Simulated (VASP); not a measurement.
Runs of VASP 6.6.1 on TePb. The structure is that of space group Fm-3m (No. 225), or close to it. The cells are those of the table. 

```tsv
cell	gap on the mesh (eV)	pressure (GPa)
a = 4.616 Å, angles 60.0°, 2 atoms	(b)	(c)
a = 4.229 Å, angles 60.0°, 2 atoms	-	16.5
a = 4.431 Å, angles 60.0°, 2 atoms	0.44	4.5
a = 4.494 Å, angles 60.0°, 2 atoms	0.56	(a)
a = 4.298 Å, angles 60.0°, 2 atoms	0.17	11.6
```

Alike in all rows: task single point; level PBEsol; potentials or basis VASP PAW PBE potentials, release 64 (Te, Pb_d); no spin polarisation; k mesh 10 × 10 × 10; cutoff (eV) 520; smearing gaussian 0.05 eV.

Question: Estimate the missing entries.

Answer: (a) 2.0; (b) 0.73; (c) -1.6.

Caveats: the PAW data sets were made with another functional, which shifts forces and pressure a little; spin-orbit coupling is left out, which moves the levels of the heavy elements.

A k mesh can miss the band edges, and the runs leave out spin-orbit coupling on Pb, Te.
